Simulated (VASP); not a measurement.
## CaSe: single point with PBE

CaSe:

```
CELL_PARAMETERS angstrom
0.00000 3.10464 3.10464
3.10464 0.00000 3.10464
3.10464 3.10464 0.00000
ATOMIC_POSITIONS crystal
Ca 0.00000 0.00000 0.00000
Se 0.50000 0.50000 0.50000
```

This cell differs from its parent crystal: strain +4.6%.

```json
{"Program": "VASP 6.6.1", "Task": "single point", "Functional": "PBE", "Potentials or basis": "VASP PAW PBE potentials, release 64 (Ca_sv, Se)", "Cutoff": "520 eV", "k mesh": "8 × 8 × 8", "Occupations": "fermi-dirac, width 0.02 eV", "Spin": "no spin polarisation", "Dipole correction": "no", "Further INCAR settings": "ALGO = Normal; EDIFF = 1e-06; NBANDS = 15"}
```

| Item | Value |
| --- | --- |
| Pressure | -4.5 GPa |
| Band gap on the k mesh | 2.30 eV, indirect (least direct gap 2.62 eV) |

Levels at points of the mesh, in eV from the valence-band top:
```
           k point  band 5  band 6  band 7  band 8  band 9  band 10  band 11  band 12
(0.00, 0.00, 0.00)  -11.35    0.00    0.00    0.00    2.62     3.70     3.70     3.70
(0.50, 0.00, 0.00)  -10.88   -2.77   -0.93   -0.93    4.26     5.05     5.11     5.11
(0.50, 0.50, 0.00)  -10.92   -2.16   -0.80   -0.80    2.30     4.43     4.75     5.41
```

It took 28 s on 1 thread of Intel Xeon 6975P-C (shared host), peak memory 0.21 GiB.

Caveat: the cell differs from its parent crystal (strain +4.6%). A k mesh can miss the band edges.
